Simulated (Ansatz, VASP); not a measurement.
**Two plane-wave programs on InP**

```
CELL_PARAMETERS angstrom
0.00000 2.91344 2.91344
2.91344 0.00000 2.91344
2.91344 2.91344 0.00000
ATOMIC_POSITIONS crystal
In 0.00000 0.00000 0.00000
P 0.75000 0.75000 0.75000
```

Alike in both runs: functional LDA; k mesh 10 × 10 × 10; occupations gaussian, width 0.02 eV; no spin polarisation.

Ansatz relaxed the structure, and its values are those at the end. VASP's run is a single point on that final structure, the one shown.

```csv
,VASP,Ansatz
version,VASP 6.6.1,Ansatz 0.2.0
potentials or method,"VASP PAW LDA potentials, release 64 (In_d, P), cutoff 520 eV","scalar-relativistic, plane waves, PAW"
valence electrons in the cell,18,18
```

|  | VASP | Ansatz | Ansatz less VASP |
| --- | --- | --- | --- |
| gap on the k mesh at the Fermi level (eV) | 0.61 | 0.58 | -0.031 |
| least direct gap on the mesh (eV) | 0.61 | 0.58 | -0.031 |
| pressure (GPa) | 0.0 | 0.0 | -0.02 |

Ansatz warns that its potentials were made for another functional, while VASP's fit it. LDA's correlation is that of Perdew and Zunger in VASP and of Perdew and Wang (1992) in Ansatz.
